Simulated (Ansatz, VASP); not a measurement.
## Two plane-wave programs on KCl

```
K Cl
1.0
     0.00000    3.20775    3.13090
     3.20775    0.00000    3.13090
     3.20775    3.20775    0.00000
K Cl
1 1
Direct
  0.00000 0.00000 0.00000
  0.50000 0.50000 0.50000
```

Change from the starting cell: epitaxial_xy strain +2.0%.

Alike in both runs: task single point; functional PBE; k mesh 8 × 8 × 8; occupations fermi-dirac, width 0.02 eV; no spin polarisation.

```csv
,VASP,Ansatz
version,VASP 6.6.1,Ansatz 0.2.0
potentials or method,"VASP PAW PBE potentials, release 64 (K_sv, Cl)","plane waves, PAW"
plane-wave cutoff (eV),520,420
valence electrons in the cell,16,16
```

VASP gave:

- gap on the k mesh at the Fermi level (eV): 5.06
- pressure (GPa): 0.2
- traceless stress, the component that is largest in VASP (GPa): 0.54

Q: Which values does Ansatz return?

A: gap on the k mesh at the Fermi level (eV): 5.06; pressure (GPa): 0.2; traceless stress, the component that is largest in VASP (GPa): 0.53.
